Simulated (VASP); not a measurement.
# P in VASP: notebook

P is run at these levels: r2SCAN; tasks: single point.

Program: VASP 6.6.1. These are calculated values, not measurements. Logs are shortened: lines on timing, memory, paths and dates and some standing lists are left out, and cuts for length are marked.

## Step 1: The cell of the first run

The cell holds a slab with vacuum, 4 atoms: a = 2.791 Å, b = 29.628 Å, c = 4.632 Å, α = 90.00°, β = 90.00°, γ = 90.00°.

## Step 2: Single point, r2SCAN (strain -0.1500 x Voigt [1, 1, 0, 0, 0, 0])

The input, POSCAR:

```
P
1.0
    2.7911685620      0.0000000000      0.0000000000
    0.0000000000     29.6284763415      0.0000000000
    0.0000000000      0.0000000000      4.6320847100
P
4
Direct
    0.0000000000      0.9702614300      0.5921507200
    0.0000000000      0.0297385700      0.4078492800
    0.5000000000      0.0297385700      0.0921507200
    0.5000000000      0.9702614300      0.9078492800
```

The input, INCAR.step1:

```
SYSTEM = P
ALGO = Normal
EDIFF = 1E-4
ENCUT = 520
GGA = PE
ISMEAR = 0
LASPH = .True.
LCHARG = .False.
LREAL = .False.
LWAVE = .True.
NBANDS = 18
NELM = 100
PREC = Accurate
SIGMA = 0.05
```

The input, INCAR.step2:

```
SYSTEM = P
ALGO = Normal
EDIFF = 1E-6
ENCUT = 520
ISIF = 2
ISMEAR = 0
ISTART = 1
LASPH = .True.
LCHARG = .False.
LMIXTAU = .True.
LREAL = .False.
LWAVE = .False.
METAGGA = R2SCAN
NBANDS = 18
NELM = 100
PREC = Accurate
SIGMA = 0.05
```

The input, KPOINTS:

```
k-points
0
Gamma
  8 1 6
  0 0 0
```

Potentials or basis: VASP PAW PBE potentials, release 64 (P).

Started as:

```
> cat potpaw_PBE.64/P/POTCAR > POTCAR
> cp INCAR.step1 INCAR
> mpirun -np 1 vasp_std > vasp.out
> cp INCAR.step2 INCAR
> mpirun -np 1 vasp_std > vasp.out
```

OUTCAR:

```text
SYSTEM = P
   EDIFF = 1E-6
   ENCUT = 520
   ISIF = 2
   ISMEAR = 0
   ISTART = 1
   LASPH = .True.
   LREAL = .False.
   METAGGA = R2SCAN
   NELM = 100
   PREC = Accurate

 ion  position               nearest neighbor table
   1  0.000  0.970  0.592-   2 1.96   4 2.02   4 2.02
   2  0.000  0.030  0.408-   1 1.96   3 2.02   3 2.02
   3  0.500  0.030  0.092-   4 1.96   2 2.02   2 2.02
   4  0.500  0.970  0.908-   3 1.96   1 2.02   1 2.02

  LATTYP: Found a simple orthorhombic cell.
 ALAT       =     2.7911685620
 B/A-ratio  =     1.6595503307
 C/A-ratio  =    10.6150795566

  Lattice vectors:

 A1 = (  -2.7911685620,   0.0000000000,   0.0000000000)
 A2 = (   0.0000000000,   0.0000000000,   4.6320847100)
 A3 = (   0.0000000000,  29.6284763415,   0.0000000000)

Analysis of symmetry for initial positions (statically):
=====================================================================
 Subroutine PRICEL returns:
 Original cell was already a primitive cell.

 Routine SETGRP: Setting up the symmetry group for a
 simple orthorhombic supercell.

 Subroutine GETGRP returns: Found  8 space group operations
 (whereof  4 operations were pure point group operations)
 out of a pool of  8 trial point group operations.

The static configuration has the point symmetry C_2h.
 The point group associated with its full space group is D_2h.

Analysis of symmetry for dynamics (positions and initial velocities):
=====================================================================
 Subroutine PRICEL returns:
 Original cell was already a primitive cell.

 Routine SETGRP: Setting up the symmetry group for a
 simple orthorhombic supercell.

 Subroutine GETGRP returns: Found  8 space group operations
 (whereof  4 operations were pure point group operations)
 out of a pool of  8 trial point group operations.

The dynamic configuration has the point symmetry C_2h.
 The point group associated with its full space group is D_2h.

 Subroutine INISYM returns: Found  8 space group operations
 (whereof  4 operations are pure point group operations),
 and found     1 'primitive' translations

----------------------------------------------------------------------------------------

                                     Primitive cell

  volume of cell :     383.0645

  direct lattice vectors                    reciprocal lattice vectors
     2.791168562  0.000000000  0.000000000     0.358272880  0.000000000  0.000000000
     0.000000000 29.628476342  0.000000000     0.000000000  0.033751314  0.000000000
     0.000000000  0.000000000  4.632084710     0.000000000  0.000000000  0.215885516

  length of vectors
     2.791168562 29.628476342  4.632084710     0.358272880  0.033751314  0.215885516

  position of ions in fractional coordinates (direct lattice)
     0.000000000  0.970261430  0.592150720
     0.000000000  0.029738570  0.407849280
     0.500000000  0.029738570  0.092150720
     0.500000000  0.970261430  0.907849280

  ion indices of the primitive-cell ions
   primitive index   ion index
                 1           1
                 2           2
                 3           3
                 4           4

----------------------------------------------------------------------------------------

 KPOINTS: k-points

Automatic generation of k-mesh.
 Grid dimensions read from file:
 generate k-points for:    8    1    6

 Generating k-lattice:

  Cartesian coordinates                     Fractional coordinates (reciprocal lattice)
     0.044784110  0.000000000  0.000000000     0.125000000  0.000000000  0.000000000
     0.000000000  0.033751314  0.000000000     0.000000000  1.000000000  0.000000000
     0.000000000  0.000000000  0.035980919     0.000000000  0.000000000  0.166666667

  Length of vectors
     0.044784110  0.033751314  0.035980919

  Shift w.r.t. Gamma in fractional coordinates (k-lattice)
     0.000000000  0.000000000  0.000000000

 Subroutine IBZKPT returns following result:
 ===========================================

 Found     20 irreducible k-points:

 Following reciprocal coordinates:
            Coordinates               Weight
  0.000000  0.000000  0.000000      1.000000
  0.125000  0.000000  0.000000      2.000000
  0.250000  0.000000  0.000000      2.000000
  0.375000  0.000000  0.000000      2.000000
  0.500000  0.000000  0.000000      1.000000
  0.000000  0.000000  0.166667      2.000000
[... 12 lines left out ...]
  0.375000  0.000000  0.500000      2.000000
  0.500000  0.000000  0.500000      1.000000
   k-points           NKPTS =     20   k-points in BZ     NKDIM =     20   number of bands    NBANDS=     18
   number of dos      NEDOS =    301   number of ions     NIONS =      4
   total plane-waves  NPLWV = 193536
   dimension x,y,z NGX =    24 NGY =  224 NGZ =   36
   dimension x,y,z NGXF=    48 NGYF=  448 NGZF=   72
   ions per type =               4
   NGX,Y,Z   is equivalent  to a cutoff of  14.29, 12.57, 12.92 a.u.
[... 105 lines left out ...]
      1     -19.0630      2.00000
      2     -15.3546      2.00000
      3     -15.3416      2.00000
      4     -11.1811      2.00000
      5     -10.8788      2.00000
      6      -9.6322      2.00000
[... 10 lines left out ...]
     17       4.2135      0.00000
     18       4.6280      0.00000

 k-point     5 :       0.5000    0.0000    0.0000
  band No.  band energies     occupation
      1     -17.2467      2.00000
      2     -17.2467      2.00000
      3     -13.3657      2.00000
      4     -13.3657      2.00000
      5     -10.3652      2.00000
      6     -10.3652      2.00000
[... 10 lines left out ...]
     17       4.0946      0.00000
     18       4.0946      0.00000

 k-point     6 :       0.0000    0.0000    0.1667
  band No.  band energies     occupation
      1     -21.4062      2.00000
      2     -18.3754      2.00000
      3     -14.8311      2.00000
      4     -11.1987      2.00000
      5      -9.3350      2.00000
      6      -7.9114      2.00000
[... 10 lines left out ...]
     17       2.4914      0.00000
     18       2.5369      0.00000

 k-point     7 :       0.1250    0.0000    0.1667
  band No.  band energies     occupation
      1     -21.1233      2.00000
      2     -18.0940      2.00000
      3     -14.6397      2.00000
      4     -10.9832      2.00000
      5      -9.1300      2.00000
      6      -7.6758      2.00000
[... 10 lines left out ...]
     17       2.9202      0.00000
     18       2.9952      0.00000

 k-point     8 :       0.2500    0.0000    0.1667
  band No.  band energies     occupation
      1     -20.2827      2.00000
      2     -17.2674      2.00000
      3     -14.2557      2.00000
      4     -10.4558      2.00000
      5     -10.1643      2.00000
      6      -8.2008      2.00000
[... 10 lines left out ...]
     17       3.7108      0.00000
     18       3.7434      0.00000
[... 145 lines left out ...]
     17       4.2550      0.00000
     18       4.2550      0.00000

 k-point    16 :       0.0000    0.0000    0.5000
  band No.  band energies     occupation
      1     -20.2146      2.00000
      2     -20.2146      2.00000
      3     -13.3003      2.00000
      4     -13.3003      2.00000
      5      -6.5960      2.00000
      6      -6.5960      2.00000
[... 10 lines left out ...]
     17       3.2158      0.00000
     18       3.2158      0.00000

 k-point    17 :       0.1250    0.0000    0.5000
  band No.  band energies     occupation
      1     -19.9360      2.00000
      2     -19.9360      2.00000
      3     -13.0712      2.00000
      4     -13.0712      2.00000
      5      -6.9280      2.00000
      6      -6.9280      2.00000
[... 10 lines left out ...]
     17       3.9877      0.00000
     18       3.9877      0.00000

 k-point    18 :       0.2500    0.0000    0.5000
  band No.  band energies     occupation
      1     -19.1138      2.00000
      2     -19.1138      2.00000
      3     -12.5289      2.00000
      4     -12.5289      2.00000
      5      -9.4393      2.00000
      6      -9.4393      2.00000
[... 10 lines left out ...]
     17       4.5598      0.00000
     18       4.5598      0.00000

 k-point    19 :       0.3750    0.0000    0.5000
  band No.  band energies     occupation
      1     -17.8230      2.00000
      2     -17.8230      2.00000
      3     -13.1761      2.00000
      4     -13.1761      2.00000
      5     -10.3415      2.00000
      6     -10.3415      2.00000
[... 10 lines left out ...]
     17       4.4059      0.00000
     18       4.4059      0.00000

 k-point    20 :       0.5000    0.0000    0.5000
  band No.  band energies     occupation
      1     -16.7342      2.00000
      2     -16.7342      2.00000
      3     -14.5443      2.00000
      4     -14.5443      2.00000
      5      -9.5433      2.00000
      6      -9.5433      2.00000
[... 10 lines left out ...]
     17       4.9192      0.00000
     18       4.9192      0.00000

------------------------ aborting loop because EDIFF is reached ----------------------------------------

  FORCE on cell =-STRESS in cart. coord.  units (eV):
  Direction    XX          YY          ZZ          XY          YZ          ZX
  --------------------------------------------------------------------------------------
  -------------------------------------------------------------------------------------
  Total       26.2684487     16.3157516     12.1366916      0.0000000      0.0000000      0.0000000
  in kB      109.8684840     68.2410642     50.7620348      0.0000000      0.0000000      0.0000000
  external PRESSURE =      76.2905276 kB  Pullay stress =       0.0000000 kB

 VOLUME and BASIS-vectors are now :
 -----------------------------------------------------------------------------
  energy-cutoff  :      520.00
  volume of cell :      383.06
      direct lattice vectors                 reciprocal lattice vectors
     2.791168562  0.000000000  0.000000000     0.358272880  0.000000000  0.000000000
     0.000000000 29.628476342  0.000000000     0.000000000  0.033751314  0.000000000
     0.000000000  0.000000000  4.632084710     0.000000000  0.000000000  0.215885516

 POSITION                                       TOTAL-FORCE (eV/Angst)
 -----------------------------------------------------------------------------------
      0.00000     28.74737      2.74289         0.000000     -4.636251     -0.300278
      0.00000      0.88111      1.88919         0.000000      4.636251      0.300278
      1.39558      0.88111      0.42685         0.000000      4.636251     -0.300278
      1.39558     28.74737      4.20523        -0.000000     -4.636251      0.300278
 -----------------------------------------------------------------------------------
    total drift:                               -0.000000      0.000000      0.000000

  FREE ENERGIE OF THE ION-ELECTRON SYSTEM (eV)
  ---------------------------------------------------
  free  energy   TOTEN  =       -32.6205952032 eV

  energy  without entropy=      -32.6205952032  energy(sigma->0) =      -32.62059520
```

Run time: 6.1 min. Hardware: 1 thread of Intel Xeon 6975P-C (Granite Rapids), shared host; peak memory 0.51 GiB.

Results:

| Quantity | Value |
| --- | --- |
| Free energy | -32.6206 eV |
| Largest force | 4.646 eV/Å |
| Band gap on the k mesh | 0.64 eV (least direct gap 0.86 eV) |

Forces in eV/Å, atoms in the order of the input:
```
P    0.000 -4.636 -0.300
P    0.000  4.636  0.300
P    0.000  4.636 -0.300
P    0.000 -4.636  0.300
```

Caveat: the cell differs from its parent crystal (strain -0.1500 x Voigt [1, 1, 0, 0, 0, 0]); there is no dipole correction, which matters where the two faces differ; the PAW data sets were made with another functional, which shifts forces and pressure a little.

## Step 3: Single point, r2SCAN (strain -0.1125 x Voigt [1, 1, 0, 0, 0, 0])

POSCAR: that of step 2 with these lines changed.

```diff
@@ -2,4 +2,4 @@
 1.0
-    2.7911685620      0.0000000000      0.0000000000
-    0.0000000000     29.6284763415      0.0000000000
+    2.9143083515      0.0000000000      0.0000000000
+    0.0000000000     30.9356150036      0.0000000000
     0.0000000000      0.0000000000      4.6320847100
```

The input, INCAR.step1:

```
PREC = Accurate
ENCUT = 520
ISMEAR = 0
SIGMA = 0.05
LREAL = F
LASPH = T
NELM = 80
NBANDS = 18
GGA = PE
ALGO = Normal
EDIFF = 1E-4
LWAVE = T
LCHARG = F
```

The input, INCAR.step2:

```
PREC = Accurate
ENCUT = 520
EDIFF = 1E-6
ISMEAR = 0
SIGMA = 0.05
LREAL = F
LASPH = T
NELM = 80
ALGO = Normal
ISIF = 2
LWAVE = F
LCHARG = F
METAGGA = R2SCAN
LMIXTAU = T
NBANDS = 18
ISTART = 1
```

The input, KPOINTS:

```
Automatic mesh
0
Gamma
  8 1 6
```

Potentials or basis: VASP PAW PBE potentials, release 64 (P).

Started as:

```
> cat potpaw_PBE.64/P/POTCAR > POTCAR
> cp INCAR.step1 INCAR
> mpirun -np 1 vasp_std > vasp.out
> cp INCAR.step2 INCAR
> mpirun -np 1 vasp_std > vasp.out
```

Wall time 6.2 min (1 thread of Intel Xeon 6975P-C (Granite Rapids), shared host); peak memory 0.53 GiB.

Results (log left out):

* Free energy: -34.1661 eV
* Largest force: 3.019 eV/Å
* Band gap on the k mesh: 1.07 eV (least direct gap 1.17 eV)

Forces on the atoms (eV/Å):
```
P    0.000 -3.013 -0.199
P    0.000  3.013  0.199
P    0.000  3.013 -0.199
P    0.000 -3.013  0.199
```

Levels at points of the mesh, in eV from the valence-band top:
| k point | band 6 | band 7 | band 8 | band 9 | band 10 | band 11 | band 12 | band 13 | band 14 | band 15 |
| --- | --- | --- | --- | --- | --- | --- | --- | --- | --- | --- |
| (0.00, 0.00, 0.00) | -4.85 | -2.71 | -2.12 | -0.49 | -0.22 | 1.48 | 3.09 | 4.33 | 4.62 | 5.04 |
| (0.50, 0.00, 0.00) | -6.77 | -3.23 | -3.23 | -2.06 | -2.06 | 1.24 | 1.24 | 2.47 | 2.47 | 5.38 |
| (0.00, 0.00, 0.50) | -3.37 | -2.43 | -2.43 | -1.74 | -1.74 | 3.95 | 3.95 | 4.62 | 4.62 | 5.54 |
| (0.50, 0.00, 0.50) | -6.18 | -4.87 | -4.87 | -0.68 | -0.68 | 2.77 | 2.77 | 3.43 | 3.43 | 4.78 |

Caveat: the cell differs from its parent crystal (strain -0.1125 x Voigt [1, 1, 0, 0, 0, 0]); there is no dipole correction, which matters where the two faces differ; the PAW data sets were made with another functional, which shifts forces and pressure a little.

## Step 4: Single point, r2SCAN (strain -0.0750 x Voigt [1, 1, 0, 0, 0, 0])

POSCAR: that of step 3 with these lines changed.

```diff
@@ -2,4 +2,4 @@
 1.0
-    2.9143083515      0.0000000000      0.0000000000
-    0.0000000000     30.9356150036      0.0000000000
+    3.0374481410      0.0000000000      0.0000000000
+    0.0000000000     32.2427536658      0.0000000000
     0.0000000000      0.0000000000      4.6320847100
```

INCAR.step1 is that of step 3.

INCAR.step2 is that of step 3.

The input, KPOINTS:

```
regular mesh
0
Gamma
  8 1 6
```

Started as:

```
> cat potpaw_PBE.64/P/POTCAR > POTCAR
> cp INCAR.step1 INCAR
> mpirun -np 1 vasp_std > vasp.out
> cp INCAR.step2 INCAR
> mpirun -np 1 vasp_std > vasp.out
```

Wall time 6 min (1 thread of Intel Xeon 6975P-C (Granite Rapids), shared host); peak memory 0.55 GiB.

The run converged. Its results:

```yaml
Free_energy: -35.1320 eV
Largest_force: 1.746 eV/Å
Band_gap_on_the_k_mesh: 1.22 eV (least direct gap 1.45 eV)
```

Forces on the atoms (eV/Å):
```
P    0.000 -1.742 -0.106
P    0.000  1.742  0.106
P    0.000  1.742 -0.106
P    0.000 -1.742  0.106
```

Levels at points of the mesh, in eV from the valence-band top:
```
           k point  band 8  band 9  band 10  band 11  band 12  band 13
(0.00, 0.00, 0.00)   -1.96   -1.12    -0.12     1.38     2.65     3.99
(0.50, 0.00, 0.00)   -3.13   -2.06    -2.06     1.33     1.33     2.48
(0.00, 0.00, 0.50)   -2.22   -2.03    -2.03     3.49     3.49     4.52
(0.50, 0.00, 0.50)   -4.85   -0.86    -0.86     2.90     2.90     3.53
```

Caveat: the cell differs from its parent crystal (strain -0.0750 x Voigt [1, 1, 0, 0, 0, 0]); there is no dipole correction, which matters where the two faces differ; the PAW data sets were made with another functional, which shifts forces and pressure a little.

## Step 5: Single point, r2SCAN (strain -0.0375 x Voigt [1, 1, 0, 0, 0, 0])

POSCAR: that of step 4 with these lines changed.

```diff
@@ -2,4 +2,4 @@
 1.0
-    3.0374481410      0.0000000000      0.0000000000
-    0.0000000000     32.2427536658      0.0000000000
+    3.1605879305      0.0000000000      0.0000000000
+    0.0000000000     33.5498923279      0.0000000000
     0.0000000000      0.0000000000      4.6320847100
```

The input, INCAR.step1:

```
PREC     = Accurate       # precision mode
ENCUT    = 520            # plane-wave cutoff, eV
ISMEAR   = 0              # smearing method
SIGMA    = 0.05           # smearing width, eV
LREAL    = F              # projectors in reciprocal space
LASPH    = T              # aspherical terms in the spheres
NELM     = 80             # most SCF steps
NBANDS   = 18             # bands
GGA      = PE             # functional
ALGO     = Normal         # electronic algorithm
EDIFF    = 1E-4           # SCF threshold, eV
LWAVE    = T              # write WAVECAR
LCHARG   = F              # write CHGCAR
```

The input, INCAR.step2:

```
PREC     = Accurate       # precision mode
ENCUT    = 520            # plane-wave cutoff, eV
EDIFF    = 1E-6           # SCF threshold, eV
ISMEAR   = 0              # smearing method
SIGMA    = 0.05           # smearing width, eV
LREAL    = F              # projectors in reciprocal space
LASPH    = T              # aspherical terms in the spheres
NELM     = 80             # most SCF steps
ALGO     = Normal         # electronic algorithm
ISIF     = 2              # what is computed and relaxed
LWAVE    = F              # write WAVECAR
LCHARG   = T              # write CHGCAR
METAGGA  = R2SCAN         # meta-GGA
LMIXTAU  = T            
LELF     = T              # ELF
LVHAR    = T            
NBANDS   = 18             # bands
ISTART   = 1
```

KPOINTS is that of step 4.

Started as:

```
> cat potpaw_PBE.64/P/POTCAR > POTCAR
> cp INCAR.step1 INCAR
> mpirun -np 1 vasp_std > vasp.out
> cp INCAR.step2 INCAR
> mpirun -np 1 vasp_std > vasp.out
```

It took 9.8 min on 1 thread of Intel Xeon 6975P-C (Granite Rapids), shared host; peak memory 0.6 GiB.

The run converged. Its results:

```
Free energy            : -35.6397 eV
Largest force          : 0.760 eV/Å
Band gap on the k mesh : 1.28 eV (least direct gap 1.31 eV)
```

Forces in eV/Å, atoms in the order of the input:
```
P    0.000 -0.759 -0.038
P    0.000  0.759  0.038
P    0.000  0.759 -0.038
P    0.000 -0.759  0.038
```

Levels at points of the mesh, in eV from the valence-band top:
| k point | band 7 | band 8 | band 9 | band 10 | band 11 | band 12 | band 13 | band 14 |
| --- | --- | --- | --- | --- | --- | --- | --- | --- |
| (0.00, 0.00, 0.00) | -3.44 | -1.81 | -1.61 | -0.03 | 1.28 | 2.24 | 3.60 | 3.75 |
| (0.50, 0.00, 0.00) | -3.00 | -3.00 | -2.03 | -2.03 | 1.42 | 1.42 | 2.51 | 2.51 |
| (0.00, 0.00, 0.50) | -2.57 | -2.57 | -1.70 | -1.70 | 2.96 | 2.96 | 4.34 | 4.34 |
| (0.50, 0.00, 0.50) | -4.78 | -4.78 | -1.00 | -1.00 | 2.81 | 2.81 | 3.81 | 3.81 |

Caveat: the cell differs from its parent crystal (strain -0.0375 x Voigt [1, 1, 0, 0, 0, 0]); there is no dipole correction, which matters where the two faces differ; the PAW data sets were made with another functional, which shifts forces and pressure a little.

## Step 6: The runs side by side

| cell | gap on the mesh (eV) | largest force (eV/Å) |
| --- | --- | --- |
| a = 2.791, b = 29.628, c = 4.632 Å, 4 atoms | 0.64 | 4.65 |
| a = 2.914, b = 30.936, c = 4.632 Å, 4 atoms | 1.07 | 3.02 |
| a = 3.037, b = 32.243, c = 4.632 Å, 4 atoms | 1.22 | 1.75 |
| a = 3.161, b = 33.550, c = 4.632 Å, 4 atoms | 1.28 | 0.76 |

Alike in all rows: task single point; level r2SCAN; potentials or basis VASP PAW PBE potentials, release 64 (P); no spin polarisation; k mesh 8 × 1 × 6; cutoff (eV) 520; smearing gaussian 0.05 eV.

Caveats: there is no dipole correction, which matters where the two faces differ; the PAW data sets were made with another functional, which shifts forces and pressure a little.

Total energies depend on the potentials used, so only differences within one code and one set of settings carry meaning.
